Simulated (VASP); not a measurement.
Wanted: the native input for a VASP 6.6.1 run.

| Property | Result |
| --- | --- |
| Task | single point |
| Functional | PBE |
| Potentials or basis | VASP PAW PBE potentials, release 64 (Ta_pv) |
| Cutoff | 520 eV |
| k mesh | 17 × 17 × 17 |
| Occupations | fermi-dirac, width 0.05 eV |
| Spin | no spin polarisation |
| Dipole correction | no |
| Further INCAR settings | ALGO = Normal; EDIFF = 1e-06; NBANDS = 12 |

The structure of Ta lies in POSCAR:

```
Ta
1.0
   -1.6812440410      1.6812440410      1.6812440410
    1.6812440410     -1.6812440410      1.6812440410
    1.6812440410      1.6812440410     -1.6812440410
Ta
1
Direct
    0.0000000000      0.0000000000      0.0000000000
```

These files were run (other wordings do the same):

INCAR

```
SYSTEM = Ta
  PREC = Accurate
  ENCUT = 520
  EDIFF = 1E-6
  ISMEAR = -1
  SIGMA = 0.05
  LREAL = .False.
  LASPH = .True.
  NELM = 60
  ALGO = Normal
  ISIF = 2
  LWAVE = .False.
  LCHARG = .False.
  GGA = PE
  NBANDS = 12
```

KPOINTS

```
regular mesh
0
Gamma
  17 17 17
  0 0 0
```

Potentials or basis: VASP PAW PBE potentials, release 64 (Ta_pv).

The run is started by

```bash
$ cat potpaw_PBE.64/Ta_pv/POTCAR > POTCAR
$ mpirun -np 1 vasp_std > vasp.out
```

Results of the run:

The pressure is -7.0 GPa.

It took 13 s on 1 thread of AMD EPYC 9R45 96-Core Processor (Zen 5), on a shared host, peak memory 0.13 GiB.
